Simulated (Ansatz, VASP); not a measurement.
## Ge: VASP beside Ansatz

```
CELL_PARAMETERS angstrom
-0.02701 2.83924 2.83924
2.83924 -0.02701 2.83924
2.83924 2.83924 -0.02701
ATOMIC_POSITIONS crystal
Ge 0.99931 0.99931 0.99931
Ge 0.25069 0.25069 0.25069
```

Alike in both runs: task single point; functional PBEsol; k mesh 12 × 12 × 12; occupations gaussian, width 0.01 eV; no spin polarisation.

|  | VASP | Ansatz |
| --- | --- | --- |
| version | VASP 6.6.1 | Ansatz 0.2.0 |
| potentials or method | VASP PAW PBE potentials, release 64 (Ge_d), cutoff 520 eV | scalar-relativistic, plane waves, PAW |
| valence electrons in the cell | 28 | 28 |

VASP gave:

```
gap on the k mesh at the Fermi level (eV)                     : none
pressure (GPa)                                                : -1.4
traceless stress, the component that is largest in VASP (GPa) : 0.51
rms of the force components (eV/Å)                            : 0.007
```

Q: Which values does Ansatz return?

A: gap on the k mesh at the Fermi level (eV): none; pressure (GPa): -1.0; traceless stress, the component that is largest in VASP (GPa): 0.50; rms of the force components (eV/Å): 0.007.

VASP's potentials were made for PBE, not for PBEsol. Atom by atom the forces differ by 0.000 eV/Å (rms over components). A gap of «none» marks a metal or a gap that the smearing closes.
